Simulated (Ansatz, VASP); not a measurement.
# Two plane-wave programs on ZnS

```
Zn S
1.0
     3.84407    0.00000    0.00000
    -1.92203    3.32906    0.00000
     0.00000    0.00000    6.49378
Zn S
2 2
Direct
  0.33333 0.66667 0.00170
  0.66667 0.33333 0.50170
  0.33333 0.66667 0.37330
  0.66667 0.33333 0.87330
```

Change from the starting cell: strain along c alone, the other axes held, atoms relaxed: +3.0 %.

Alike in both runs: task relaxation of the atoms; functional PBE; k mesh 12 × 12 × 4; occupations gaussian, width 0.02 eV; no spin polarisation.

```csv
,VASP,Ansatz
version,VASP 6.6.1,Ansatz 0.2.0
potentials or method,"VASP PAW PBE potentials, release 64 (Zn, S), cutoff 520 eV","scalar-relativistic, plane waves, PAW"
valence electrons in the cell,36,36
```

|  | VASP | Ansatz | Ansatz less VASP |
| --- | --- | --- | --- |
| gap on the k mesh at the Fermi level, each at its own relaxed structure (eV) | 1.87 | 1.86 | -0.002 |

Ansatz's warnings: stress scf threshold loose.
